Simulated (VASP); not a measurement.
# Nb in VASP: a series of runs

Nb is run at these levels: PBE; tasks: single point.

Everything below comes from runs of VASP 6.6.1. Logs are shortened: lines on timing, memory, paths and dates and some standing lists are left out, and cuts for length are marked.

## 1. The cell of the first run

The cell holds a slab with vacuum, 6 atoms: a = 3.311 Å, b = 3.311 Å, c = 24.278 Å, α = 90.00°, β = 90.00°, γ = 90.00°.

## 2. Single point, PBE

The input, INCAR:

```
ALGO = Normal ; DIPOL = 0.5 0.5 0.500
EDIFF = 1E-7 ; ENCUT = 520
GGA = PE ; IDIPOL = 3
ISIF = 2 ; ISMEAR = -1
LASPH = T ; LCHARG = T
LDIPOL = T ; LELF = T
LREAL = F ; LVACPOTAV = T
LVHAR = T ; LWAVE = F
NBANDS = 48 ; NELM = 100
PREC = Accurate ; SIGMA = 0.05
```

The input, KPOINTS:

```
k-points
0
Gamma
  10 10 1
```

The input, POSCAR:

```
Nb
1.0
    3.3112325465      0.0000000000      0.0000000000
    0.0000000000      3.3112325465      0.0000000000
    0.0000000000      0.0000000000     24.2781000000
Nb
6
Direct
    0.2500000000      0.2500000000      0.3366965614
    0.7500000000      0.7500000000      0.3971940904
    0.2500000000      0.2500000000      0.4641458600
    0.7500000000      0.7500000000      0.5358541132
    0.2500000000      0.2500000000      0.6028059262
    0.7500000000      0.7500000000      0.6633034488
```

Potentials or basis: VASP PAW PBE potentials, release 64 (Nb_sv).

Launch:

```console
cat potpaw_PBE.64/Nb_sv/POTCAR > POTCAR
mpirun -np 1 vasp_std > vasp.out
```

OUTCAR:

```text
EDIFF = 1E-7
   ENCUT = 520
   GGA = PE
   ISIF = 2
   ISMEAR = -1
   LASPH = T
   LREAL = F
   NELM = 100
   PREC = Accurate

 ion  position               nearest neighbor table
   1  0.250  0.250  0.337-   2 2.76   2 2.76   2 2.76   2 2.76
   2  0.750  0.750  0.397-   1 2.76   1 2.76   1 2.76   1 2.76   3 2.85   3 2.85   3 2.85   3 2.85

   3  0.250  0.250  0.464-   2 2.85   2 2.85   2 2.85   2 2.85   4 2.92   4 2.92   4 2.92   4 2.92

   4  0.750  0.750  0.536-   5 2.85   5 2.85   5 2.85   5 2.85   3 2.92   3 2.92   3 2.92   3 2.92

   5  0.250  0.250  0.603-   6 2.76   6 2.76   6 2.76   6 2.76   4 2.85   4 2.85   4 2.85   4 2.85

   6  0.750  0.750  0.663-   5 2.76   5 2.76   5 2.76   5 2.76

  LATTYP: Found a simple tetragonal cell.
 ALAT       =     3.3112325465
 C/A-ratio  =     7.3320431770

  Lattice vectors:

 A1 = (   3.3112325465,   0.0000000000,   0.0000000000)
 A2 = (   0.0000000000,   3.3112325465,   0.0000000000)
 A3 = (   0.0000000000,   0.0000000000,  24.2781000000)

Analysis of symmetry for initial positions (statically):
=====================================================================
 Subroutine PRICEL returns:
 Original cell was already a primitive cell.

 Routine SETGRP: Setting up the symmetry group for a
 simple tetragonal supercell.

 Subroutine GETGRP returns: Found 16 space group operations
 (whereof  4 operations were pure point group operations)
 out of a pool of 16 trial point group operations.

The static configuration has the point symmetry C_2h.
 The point group associated with its full space group is D_4h.

Analysis of symmetry for dynamics (positions and initial velocities):
=====================================================================
 Subroutine PRICEL returns:
 Original cell was already a primitive cell.

 Routine SETGRP: Setting up the symmetry group for a
 simple tetragonal supercell.

 Subroutine GETGRP returns: Found 16 space group operations
 (whereof  4 operations were pure point group operations)
 out of a pool of 16 trial point group operations.

The dynamic configuration has the point symmetry C_2h.
 The point group associated with its full space group is D_4h.

 Subroutine INISYM returns: Found 16 space group operations
 (whereof  4 operations are pure point group operations),
 and found     1 'primitive' translations

----------------------------------------------------------------------------------------

                                     Primitive cell

  volume of cell :     266.1914

  direct lattice vectors                    reciprocal lattice vectors
     3.311232546  0.000000000  0.000000000     0.302002347  0.000000000  0.000000000
     0.000000000  3.311232546  0.000000000     0.000000000  0.302002347  0.000000000
     0.000000000  0.000000000 24.278100000     0.000000000  0.000000000  0.041189385

  length of vectors
     3.311232546  3.311232546 24.278100000     0.302002347  0.302002347  0.041189385

  position of ions in fractional coordinates (direct lattice)
     0.250000000  0.250000000  0.336696561
     0.750000000  0.750000000  0.397194090
     0.250000000  0.250000000  0.464145860
     0.750000000  0.750000000  0.535854113
     0.250000000  0.250000000  0.602805926
     0.750000000  0.750000000  0.663303449

  ion indices of the primitive-cell ions
   primitive index   ion index
                 1           1
                 2           2
                 3           3
                 4           4
                 5           5
                 6           6

----------------------------------------------------------------------------------------

 KPOINTS: k-points

Automatic generation of k-mesh.
 Grid dimensions read from file:
 generate k-points for:   10   10    1

 Generating k-lattice:

  Cartesian coordinates                     Fractional coordinates (reciprocal lattice)
     0.030200235  0.000000000  0.000000000     0.100000000  0.000000000  0.000000000
     0.000000000  0.030200235  0.000000000     0.000000000  0.100000000  0.000000000
     0.000000000  0.000000000  0.041189385     0.000000000  0.000000000  1.000000000

  Length of vectors
     0.030200235  0.030200235  0.041189385

  Shift w.r.t. Gamma in fractional coordinates (k-lattice)
     0.000000000  0.000000000  0.000000000

 Subroutine IBZKPT returns following result:
 ===========================================

 Found     21 irreducible k-points:

 Following reciprocal coordinates:
            Coordinates               Weight
  0.000000  0.000000  0.000000      1.000000
  0.100000  0.000000  0.000000      4.000000
  0.200000  0.000000  0.000000      4.000000
  0.300000  0.000000  0.000000      4.000000
  0.400000  0.000000  0.000000      4.000000
  0.500000  0.000000  0.000000      2.000000
[... 13 lines left out ...]
  0.500000  0.400000  0.000000      4.000000
  0.500000  0.500000  0.000000      1.000000
   k-points           NKPTS =     21   k-points in BZ     NKDIM =     21   number of bands    NBANDS=     48
   number of dos      NEDOS =    301   number of ions     NIONS =      6
   total plane-waves  NPLWV = 150528
   dimension x,y,z NGX =    28 NGY =   28 NGZ =  192
   dimension x,y,z NGXF=    56 NGYF=   56 NGZF=  384
   ions per type =               6
   NGX,Y,Z   is equivalent  to a cutoff of  14.06, 14.06, 13.15 a.u.
   NGXF,Y,Z  is equivalent  to a cutoff of  28.12, 28.12, 26.29 a.u.
 SYSTEM =  unknown system
   PREC   = accura    normal or accurate (medium, high low for compatibility)
   ISTART =      0    job   : 0-new  1-cont  2-samecut
   ICHARG =      2    charge: 1-file 2-atom 10-const
   ISPIN  =      1    spin polarized calculation?
   LNONCOLLINEAR =      F non collinear calculations
   LSORBIT =      F    spin-orbit coupling
   LASPH  =      T    aspherical Exc in radial PAW
   ENCUT  =  520.0 eV  38.22 Ry    6.18 a.u.   6.16  6.16 45.14*2*pi/ulx,y,z
   NELM   =    100;   NELMIN=  2; NELMDL= -5     # of ELM steps
   EDIFF  = 0.1E-06   stopping-criterion for ELM
   LREAL  =      F    real-space projection
   EDIFFG = 0.1E-05   stopping-criterion for IOM
   NSW    =      0    number of steps for IOM
   IBRION =     -1    ionic relax: 0-MD 1-quasi-New 2-CG
   NFREE  =      0    steps in history (QN), initial steepest desc. (CG)
   ISIF   =      2    stress and relaxation
   ISYM   =      2    0-nonsym 1-usesym 2-fastsym
   POTIM  = 0.5000    time-step for ionic-motion
   TEBEG  =    0.0;   TEEND  =   0.0 temperature during run
   PSTRESS=    0.0 pullay stress
   NELECT =      78.0000    total number of electrons
   NUPDOWN=      -1.0000    fix difference up-down
   EMIN   =  10.00;   EMAX   =-10.00  energy-range for DOS
   EFERMI =   0.00;   METHOD = LEGACY
   ISMEAR =    -1;   SIGMA  =   0.05  broadening in eV -4-tet -1-fermi 0-gaus
   EFERMI_NEDOS =   21; number of points for ismear=-14 and -15
   IALGO  =     38    algorithm
   IMIX   =      4    mixing-type and parameters
     AMIX     =   0.40;   BMIX     =  1.00
     AMIX_MAG =   1.60;   BMIX_MAG =  1.00
  volume/ion in A,a.u.               =      44.37       299.39
  Fermi-wavevector in a.u.,A,eV,Ry     =   1.087364  2.054820 16.086995  1.182361
  Thomas-Fermi vector in A             =   2.223522
   LORBIT       =      0    0 simple, 1 ext, 2 COOP (PROOUT), +10 PAW based schemes
   GGA     = PE    functional components
   LHFCALC =     F    Hartree Fock is set to
   AEXX    =    0.0000 exact exchange contribution
   IVDW    =     0    specifies the selected vdW correction
   LEPSILON=     F    determine dielectric tensor
   LRPA    =     F    only Hartree local field effects (RPA)
 non-spin polarized calculation
  energy-cutoff  :      520.00
  volume of cell :      266.19
 maximum number of plane-waves:      7208
 NGX is ok and might be reduce to    28
   NGX = 13   NGY = 13   NGZ = 91

 dipolmoment           0.000000      0.000000     -0.000000 electrons x Angstroem

 number of electron      78.0000005 magnetization

 dipolmoment           0.000000      0.000000      0.000007 electrons x Angstroem

 Free energy of the ion-electron system (eV)
  ---------------------------------------------------
  ext. energy  EPLUGINS =         0.00000000
  ---------------------------------------------------
  free energy    TOTEN  =       -58.16395766 eV

  energy without entropy =      -58.12025432  energy(sigma->0) =      -58.14210599

 E-fermi :   2.6337     XC(G=0):  -5.9898

 val. band max:        2.6324456502   @ k =   0.4000   0.4000   0.0000
 cond. band min:       2.6431293346   @ k =   0.1000   0.0000   0.0000
 fundamental gap:      0.0106836843
 Fermi energy:         2.6337166491

 k-point     1 :       0.0000    0.0000    0.0000
  band No.  band energies     occupation
      1     -52.3618      2.00000
      2     -52.3613      2.00000
      3     -51.8891      2.00000
      4     -51.7438      2.00000
      5     -51.5204      2.00000
      6     -51.5007      2.00000
[... 40 lines left out ...]
     47       4.2001      0.00000
     48       4.2357      0.00000

 k-point     2 :       0.1000    0.0000    0.0000
  band No.  band energies     occupation
      1     -52.3573      2.00000
      2     -52.3568      2.00000
      3     -51.8813      2.00000
      4     -51.7418      2.00000
      5     -51.5236      2.00000
      6     -51.5062      2.00000
[... 40 lines left out ...]
     47       4.4595      0.00000
     48       4.7000      0.00000

 k-point     3 :       0.2000    0.0000    0.0000
  band No.  band energies     occupation
      1     -52.3455      2.00000
      2     -52.3452      2.00000
      3     -51.8593      2.00000
      4     -51.7369      2.00000
      5     -51.5328      2.00000
      6     -51.5215      2.00000
[... 907 lines left out ...]
     47       5.7916      0.00000
     48       5.7917      0.00000

 k-point    21 :       0.5000    0.5000    0.0000
  band No.  band energies     occupation
      1     -52.2956      2.00000
      2     -52.2955      2.00000
      3     -51.7365      2.00000
      4     -51.7365      2.00000
      5     -51.5465      2.00000
      6     -51.5464      2.00000
[... 40 lines left out ...]
     47       5.9020      0.00000
     48       5.9267      0.00000

------------------------ aborting loop because EDIFF is reached ----------------------------------------

  FORCE on cell =-STRESS in cart. coord.  units (eV):
  Direction    XX          YY          ZZ          XY          YZ          ZX
  --------------------------------------------------------------------------------------
  -------------------------------------------------------------------------------------
  Total       -1.8274669     -1.8274669     -0.2824784      0.0000000     -0.0000000      0.0000000
  in kB      -10.9993252    -10.9993252     -1.7002066      0.0000000     -0.0000000      0.0000000
  external PRESSURE =      -7.8996190 kB  Pullay stress =       0.0000000 kB

 VOLUME and BASIS-vectors are now :
 -----------------------------------------------------------------------------
  energy-cutoff  :      520.00
  volume of cell :      266.19
      direct lattice vectors                 reciprocal lattice vectors
     3.311232546  0.000000000  0.000000000     0.302002347  0.000000000  0.000000000
     0.000000000  3.311232546  0.000000000     0.000000000  0.302002347  0.000000000
     0.000000000  0.000000000 24.278100000     0.000000000  0.000000000  0.041189385

 POSITION                                       TOTAL-FORCE (eV/Angst)
 -----------------------------------------------------------------------------------
      0.82781      0.82781      8.17435        -0.000000      0.000000      0.020795
      2.48342      2.48342      9.64312        -0.000000      0.000000      0.010597
      0.82781      0.82781     11.26858         0.000000     -0.000000     -0.006190
      2.48342      2.48342     13.00952         0.000000     -0.000000      0.006190
      0.82781      0.82781     14.63498         0.000000      0.000000     -0.010597
      2.48342      2.48342     16.10375         0.000000      0.000000     -0.020795
 -----------------------------------------------------------------------------------
    total drift:                                0.000000     -0.000000      0.001835

  FREE ENERGIE OF THE ION-ELECTRON SYSTEM (eV)
  ---------------------------------------------------
  free  energy   TOTEN  =       -58.1639576605 eV

  energy  without entropy=      -58.1202543197  energy(sigma->0) =      -58.14210599

 vacuum level on the upper side and lower side of the slab         6.208         6.208
```

It took 9 min on 1 thread of Intel Xeon Platinum 8488C (Sapphire Rapids), shared host; peak memory 0.48 GiB.

Results:

```yaml
Free_energy: -58.1640 eV
Largest_force: 0.021 eV/Å
Band_gap_on_the_k_mesh: zero (band 39 reaches 3.08 eV, above the bottom of band 40 at 2.12 eV)
```

Forces on the atoms (eV/Å):
```
Nb   0.000  0.000  0.021
Nb   0.000  0.000  0.011
Nb   0.000  0.000 -0.006
Nb   0.000  0.000  0.006
Nb   0.000  0.000 -0.011
Nb   0.000  0.000 -0.021
```

## 3. Single point, PBE

The input, INCAR:

```
PREC     = Accurate       # precision mode
ENCUT    = 520            # plane-wave cutoff, eV
EDIFF    = 1E-6           # SCF threshold, eV
ISMEAR   = -1             # smearing method
SIGMA    = 0.05           # smearing width, eV
LREAL    = False          # projectors in reciprocal space
LASPH    = True           # aspherical terms in the spheres
NELM     = 100            # most SCF steps
ALGO     = Normal         # electronic algorithm
ISIF     = 2              # what is computed and relaxed
LWAVE    = False          # write WAVECAR
LCHARG   = False          # write CHGCAR
LDIPOL   = True         
IDIPOL   = 3            
DIPOL    = 0.5 0.5 0.500
GGA      = PE             # functional
EFIELD   = -0.2         
NBANDS   = 48             # bands
```

The input, KPOINTS:

```
Automatic mesh
0
Gamma
  10 10 1
```

POSCAR is that of step 2.

Potentials or basis: VASP PAW PBE potentials, release 64 (Nb_sv).

Launch:

```console
cat potpaw_PBE.64/Nb_sv/POTCAR > POTCAR
mpirun -np 1 vasp_std > vasp.out
```

OUTCAR:

```text
PREC = Accurate
   ENCUT = 520
   EDIFF = 1E-6
   ISMEAR = -1
   LREAL = False
   LASPH = True
   NELM = 100
   ISIF = 2
   GGA = PE

 ion  position               nearest neighbor table
   1  0.250  0.250  0.337-   2 2.76   2 2.76   2 2.76   2 2.76
   2  0.750  0.750  0.397-   1 2.76   1 2.76   1 2.76   1 2.76   3 2.85   3 2.85   3 2.85   3 2.85

   3  0.250  0.250  0.464-   2 2.85   2 2.85   2 2.85   2 2.85   4 2.92   4 2.92   4 2.92   4 2.92

   4  0.750  0.750  0.536-   5 2.85   5 2.85   5 2.85   5 2.85   3 2.92   3 2.92   3 2.92   3 2.92

   5  0.250  0.250  0.603-   6 2.76   6 2.76   6 2.76   6 2.76   4 2.85   4 2.85   4 2.85   4 2.85

   6  0.750  0.750  0.663-   5 2.76   5 2.76   5 2.76   5 2.76

  LATTYP: Found a simple tetragonal cell.
 ALAT       =     3.3112325465
 C/A-ratio  =     7.3320431770

  Lattice vectors:

 A1 = (   3.3112325465,   0.0000000000,   0.0000000000)
 A2 = (   0.0000000000,   3.3112325465,   0.0000000000)
 A3 = (   0.0000000000,   0.0000000000,  24.2781000000)

Analysis of symmetry for initial positions (statically):
=====================================================================
 Subroutine PRICEL returns:
[... 191 lines left out ...]
      1     -52.3718      2.00000
      2     -52.3670      2.00000
      3     -51.8966      2.00000
      4     -51.7514      2.00000
      5     -51.5279      2.00000
      6     -51.5082      2.00000
[... 1060 lines left out ...]
     47       5.8968      0.00000
     48       5.9514      0.00000

------------------------ aborting loop because EDIFF is reached ----------------------------------------

 vacuum level on the upper side and lower side of the slab       (xc-potential included)         0.994        -1.340

  FORCE on cell =-STRESS in cart. coord.  units (eV):
  Direction    XX          YY          ZZ          XY          YZ          ZX
  --------------------------------------------------------------------------------------
  -------------------------------------------------------------------------------------
  Total       -1.8227481     -1.8227481     -0.2917784     -0.0000000     -0.0000000      0.0000000
  in kB      -10.9709235    -10.9709235     -1.7561826     -0.0000000     -0.0000000      0.0000000
  external PRESSURE =      -7.8993432 kB  Pullay stress =       0.0000000 kB

 VOLUME and BASIS-vectors are now :
 -----------------------------------------------------------------------------
  energy-cutoff  :      520.00
  volume of cell :      266.19
      direct lattice vectors                 reciprocal lattice vectors
     3.311232546  0.000000000  0.000000000     0.302002347  0.000000000  0.000000000
     0.000000000  3.311232546  0.000000000     0.000000000  0.302002347  0.000000000
     0.000000000  0.000000000 24.278100000     0.000000000  0.000000000  0.041189385

 POSITION                                       TOTAL-FORCE (eV/Angst)
 -----------------------------------------------------------------------------------
      0.82781      0.82781      8.17435        -0.000000     -0.000000      0.011123
      2.48342      2.48342      9.64312         0.000000     -0.000000      0.018419
      0.82781      0.82781     11.26858         0.000000     -0.000000     -0.005707
      2.48342      2.48342     13.00952         0.000000     -0.000000      0.005455
      0.82781      0.82781     14.63498        -0.000000     -0.000000     -0.003422
      2.48342      2.48342     16.10375         0.000000      0.000000     -0.025869
 -----------------------------------------------------------------------------------
    total drift:                                0.000000     -0.000000      0.000322

  FREE ENERGIE OF THE ION-ELECTRON SYSTEM (eV)
  ---------------------------------------------------
  free  energy   TOTEN  =       -58.1791473157 eV

  energy  without entropy=      -58.1354015408  energy(sigma->0) =      -58.15727443

 vacuum level on the upper side and lower side of the slab         7.212         4.930
```

stdout:

```text
POSCAR found type information on POSCAR Nb
 POSCAR found :  1 types and       6 ions
 scaLAPACK will be used
 LDA part: xc-table for (Slater+PW92), standard interpolation
 POSCAR, INCAR and KPOINTS ok, starting setup
 FFT: planning ... GRIDC
 FFT: planning ... GRID_SOFT
 FFT: planning ... GRID
 WAVECAR not read
 entering main loop
```

Wall time 8.8 min (1 thread of Intel Xeon Platinum 8488C (Sapphire Rapids), shared host); peak memory 0.48 GiB.

What came out:

```
Free energy            : -58.1791 eV
Largest force          : 0.026 eV/Å
Band gap on the k mesh : zero (band 39 reaches 3.08 eV, above the bottom of band 40 at 2.11 eV)
```

Forces on the atoms (eV/Å):
```
Nb   0.000  0.000  0.011
Nb   0.000  0.000  0.018
Nb   0.000  0.000 -0.006
Nb   0.000  0.000  0.005
Nb   0.000  0.000 -0.003
Nb   0.000  0.000 -0.026
```

Levels at points of the mesh, in eV from the Fermi level:
```csv
k point,band 36,band 37,band 38,band 39,band 40,band 41,band 42,band 43
"(0.00, 0.00, 0.00)",0.09,0.16,0.16,0.16,0.31,0.31,0.35,0.48
"(0.50, 0.00, 0.00)",-1.10,-0.60,-0.60,0.33,0.33,0.34,0.34,1.64
"(0.50, 0.50, 0.00)",-1.34,-0.77,-0.77,0.45,0.45,2.12,2.12,2.27
```
